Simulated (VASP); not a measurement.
# Na17H15 (a cell with a defect) in VASP: single point with PBE

Aim: the single point of Na17H15 (a cell with a defect) with PBE.

Everything below comes from runs of VASP 6.6.1. Logs are shortened: lines on timing, memory, paths and dates and some standing lists are left out, and cuts for length are marked.

## (1) The cell of the first run

The cell holds a defect, 32 atoms: a = 8.367 Å, b = 8.367 Å, c = 8.367 Å, α = 109.47°, β = 109.47°, γ = 109.47°.

## (2) Single point, PBE, collinear spin

INCAR reads:

```
ALGO = Normal ; EDIFF = 1E-6
ENCUT = 520 ; GGA = PE
ISIF = 2 ; ISMEAR = 0
ISPIN = 2 ; LASPH = True
LCHARG = False ; LORBIT = 11
LREAL = Auto ; LWAVE = False
MAGMOM = 0.143 0 0.143 0 0 0 0.143 0 0.143 0 0 0.143 0 0 0 0.143 0.143 0 0 0 0 0 0 0 0 0 0 0 0 0 0 0 ; NBANDS = 93
NELECT = 135.0 ; NELM = 150
PREC = Accurate ; SIGMA = 0.01
```

KPOINTS reads:

```
Automatic mesh
0
Gamma
  2 2 2
  0.5 0.5 0.5
```

POSCAR reads:

```
Na17H15
1.0
   -4.8309073878      4.8309073878      4.8309073878
    4.8309073878     -4.8309073878      4.8309073878
    4.8309073878      4.8309073878     -4.8309073878
Na H
17 15
Direct
    0.5000000000      0.4692729654     -0.0307270346
    0.5000000000      0.7500000000      0.7500000000
    0.5000000000      0.0307270346      0.5307270346
    0.7500000000      0.2500000000      0.0000000000
    0.5000000000      0.2500000000      0.2500000000
    0.7500000000      0.5000000000      0.7500000000
    0.7807270346      0.7500000000      0.5307270346
    0.0000000000      0.0000000000      0.0000000000
    0.7807270346      0.0307270346      0.2500000000
    0.0000000000      0.2500000000      0.7500000000
    0.0000000000      0.5000000000      0.5000000000
    0.2192729654      0.7500000000     -0.0307270346
    0.0000000000      0.7500000000      0.2500000000
    0.2500000000      0.0000000000      0.7500000000
    0.2500000000      0.2500000000      0.5000000000
    0.2192729654      0.4692729654      0.2500000000
    0.5000000000      0.7500000000      0.2500000000
    0.5000000000      0.0091941856     -0.0091941856
    0.5000000000      0.2500000000      0.7500000000
    0.7591941856      0.4908058144      0.2500000000
    0.5000000000      0.4908058144      0.5091941856
    0.7591941856      0.7500000000     -0.0091941856
    0.7591941856      0.0091941856      0.7683883713
    0.0000000000      0.2500000000      0.2500000000
    0.7591941856      0.2683883713      0.5091941856
   -0.0183883713      0.4908058144     -0.0091941856
    0.0000000000      0.7500000000      0.7500000000
    0.2408058144      0.0091941856      0.2500000000
    0.0183883713      0.0091941856      0.5091941856
    0.2408058144      0.2316116287     -0.0091941856
    0.2408058144      0.4908058144      0.7316116287
    0.2408058144      0.7500000000      0.5091941856
```

Potentials or basis: VASP PAW PBE potentials, release 64 (Na_pv, H).

Started as:

```sh
$ cat potpaw_PBE.64/Na_pv/POTCAR potpaw_PBE.64/H/POTCAR > POTCAR
$ mpirun -np 1 vasp_std > vasp.out
```

OUTCAR:

```text
EDIFF = 1E-6
   ENCUT = 520
   GGA = PE
   ISIF = 2
   ISMEAR = 0
   ISPIN = 2
   LASPH = True
   LORBIT = 11
   LREAL = Auto
   NELECT = 135.0
   NELM = 150
   PREC = Accurate

 ion  position               nearest neighbor table
   1  0.500  0.469  0.969-  17 2.71
   2  0.500  0.750  0.750-
   3  0.500  0.031  0.531-  17 2.71
   4  0.750  0.250  0.000-
   5  0.500  0.250  0.250-
   6  0.750  0.500  0.750-
   7  0.781  0.750  0.531-  17 2.71
   8  0.000  0.000  0.000-
   9  0.781  0.031  0.250-  17 2.71
  10  0.000  0.250  0.750-
  11  0.000  0.500  0.500-
  12  0.219  0.750  0.969-  17 2.71
  13  0.000  0.750  0.250-
  14  0.250  0.000  0.750-
  15  0.250  0.250  0.500-
  16  0.219  0.469  0.250-  17 2.71
  17  0.500  0.750  0.250-   1 2.71   3 2.71   7 2.71   9 2.71  12 2.71  16 2.71
  18  0.500  0.009  0.991-
  19  0.500  0.250  0.750-
  20  0.759  0.491  0.250-
  21  0.500  0.491  0.509-
  22  0.759  0.750  0.991-
  23  0.759  0.009  0.768-
  24  0.000  0.250  0.250-
  25  0.759  0.268  0.509-
  26  0.982  0.491  0.991-
  27  0.000  0.750  0.750-
  28  0.241  0.009  0.250-
  29  0.018  0.009  0.509-
  30  0.241  0.232  0.991-
  31  0.241  0.491  0.732-
  32  0.241  0.750  0.509-

  LATTYP: Found a body centered cubic cell.
 ALAT       =     9.6618147756

  Lattice vectors:

 A1 = (  -4.8309073878,   4.8309073878,   4.8309073878)
 A2 = (   4.8309073878,  -4.8309073878,   4.8309073878)
 A3 = (   4.8309073878,   4.8309073878,  -4.8309073878)

Analysis of symmetry for initial positions (statically):
=====================================================================
 Subroutine PRICEL returns:
 Original cell was already a primitive cell.

 Routine SETGRP: Setting up the symmetry group for a
 body centered cubic supercell.

 Subroutine GETGRP returns: Found 48 space group operations
 (whereof  8 operations were pure point group operations)
 out of a pool of 48 trial point group operations.

The static configuration has the point symmetry D_2d.
[... 193 lines left out ...]
   LHFCALC =     F    Hartree Fock is set to
   AEXX    =    0.0000 exact exchange contribution
   IVDW    =     0    specifies the selected vdW correction
   LEPSILON=     F    determine dielectric tensor
   LRPA    =     F    only Hartree local field effects (RPA)
 spin polarized calculation
 Gauss-broadening in eV      SIGMA  =   0.01
  energy-cutoff  :      520.00
  volume of cell :      450.97
 maximum number of plane-waves:     12134
 NGX is ok and might be reduce to    64
   NGX = 31   NGY = 31   NGZ = 31

 number of electron     135.0000176 magnetization       0.9999996

 Free energy of the ion-electron system (eV)
  ---------------------------------------------------
  ext. energy  EPLUGINS =         0.00000000
  ---------------------------------------------------
  free energy    TOTEN  =       -72.60526610 eV

  energy without entropy =      -72.60140955  energy(sigma->0) =      -72.60333783

 E-fermi :   3.1606     XC(G=0):  -8.0138

 val. band max:        3.1575268532   @ k =  -0.2500   0.2500   0.2500
 cond. band min:       3.3425220251   @ k =  -0.2500   0.2500   0.2500
 fundamental gap:      0.1849951718
 Fermi energy:         3.1605713642

 spin component 1

 k-point     1 :       0.2500    0.2500    0.2500
  band No.  band energies     occupation
      1     -23.3023      1.00000
      2     -23.3023      1.00000
      3     -23.3023      1.00000
      4     -23.1954      1.00000
      5     -23.1829      1.00000
      6     -23.1829      1.00000
[... 153 lines left out ...]
     78       4.8148      0.00000
     79       5.0481      0.00000
 Fermi energy:         3.1605713642

 spin component 2

 k-point     1 :       0.2500    0.2500    0.2500
  band No.  band energies     occupation
      1     -23.2840      1.00000
      2     -23.2840      1.00000
      3     -23.2840      1.00000
      4     -23.1825      1.00000
      5     -23.1732      1.00000
      6     -23.1732      1.00000
[... 153 lines left out ...]
     78       4.9029      0.00000
     79       5.2182      0.00000
 [bands above 79 left out]

------------------------ aborting loop because EDIFF is reached ----------------------------------------

  FORCE on cell =-STRESS in cart. coord.  units (eV):
  Direction    XX          YY          ZZ          XY          YZ          ZX
  --------------------------------------------------------------------------------------
  -------------------------------------------------------------------------------------
  Total       12.6393058     12.6393058     12.6393058     -0.0000000     -0.0000000      0.0000000
  in kB       44.9042737     44.9042737     44.9042737     -0.0000000     -0.0000000      0.0000000
  external PRESSURE =      44.9042737 kB  Pullay stress =       0.0000000 kB

 VOLUME and BASIS-vectors are now :
 -----------------------------------------------------------------------------
  energy-cutoff  :      520.00
  volume of cell :      450.97
      direct lattice vectors                 reciprocal lattice vectors
    -4.830907388  4.830907388  4.830907388     0.000000000  0.103500225  0.103500225
     4.830907388 -4.830907388  4.830907388     0.103500225  0.000000000  0.103500225
     4.830907388  4.830907388 -4.830907388     0.103500225  0.103500225  0.000000000

 POSITION                                       TOTAL-FORCE (eV/Angst)
 -----------------------------------------------------------------------------------
      4.53403      4.83091     -0.00000        -0.001175      0.000000     -0.000000
      4.83091      2.41545      2.41545        -0.000000      0.000000     -0.000000
      0.29688      4.83091      0.00000         0.001175      0.000000     -0.000000
     -2.41545      2.41545      4.83091         0.000000      0.000000     -0.000000
      0.00000      2.41545      2.41545         0.000000      0.000000     -0.000000
      2.41545      4.83091      2.41545         0.000000      0.000000     -0.000000
[... 24 lines left out ...]
      4.74207      2.32662      0.00000        -0.001273     -0.001273     -0.000000
      4.91974      0.00000      2.32662         0.001273      0.000000     -0.001273
 -----------------------------------------------------------------------------------
    total drift:                                0.000001      0.000001     -0.000001

  FREE ENERGIE OF THE ION-ELECTRON SYSTEM (eV)
  ---------------------------------------------------
  free  energy   TOTEN  =       -72.6052661041 eV

  energy  without entropy=      -72.6014095462  energy(sigma->0) =      -72.60333783

 total charge

# of ion       s       p       d       tot
------------------------------------------
    1        0.090   5.993   0.000   6.083
    2        0.061   5.988   0.000   6.049
    3        0.090   5.993   0.000   6.083
    4        0.077   5.996   0.000   6.073
    5        0.061   5.988   0.000   6.049
    6        0.077   5.996   0.000   6.073
[... 24 lines left out ...]
   31        0.513   0.001   0.000   0.514
   32        0.513   0.001   0.000   0.514
--------------------------------------------------
tot          9.262 101.873   0.000 111.135

 magnetization (x)

# of ion       s       p       d       tot
------------------------------------------
    1        0.013   0.002   0.000   0.015
    2       -0.000   0.001   0.000   0.000
    3        0.013   0.002   0.000   0.015
    4        0.008   0.002   0.000   0.010
    5       -0.000   0.001   0.000   0.000
    6        0.008   0.002   0.000   0.010
[... 24 lines left out ...]
   31        0.001   0.000   0.000   0.001
   32        0.001   0.000   0.000   0.001
--------------------------------------------------
tot          0.124   0.058   0.000   0.182
```

It took 5.2 min on 1 thread of Intel Xeon 8259CL, shared host; peak memory 0.78 GiB.

Results:

```yaml
Free_energy: -72.6053 eV
Net_moment: 1.00 μB per cell
Site_moments: Na +0.01, +0.00, +0.02 (each value once); H +0.00, -0.00 (each value once) μB
Valence_electrons_inside_the_program's_atomic_spheres: Na 6.08, 6.05, 6.07, 6.22 (each value once); H 0.51, 0.54 (each value once)
```

Caveat: the k points lie up to 0.46 Å⁻¹ apart; the cell carries a net charge on a neutralising background, which shifts energy and pressure; the cell is charged against a uniform background, so pressure and absolute levels hang on convention.
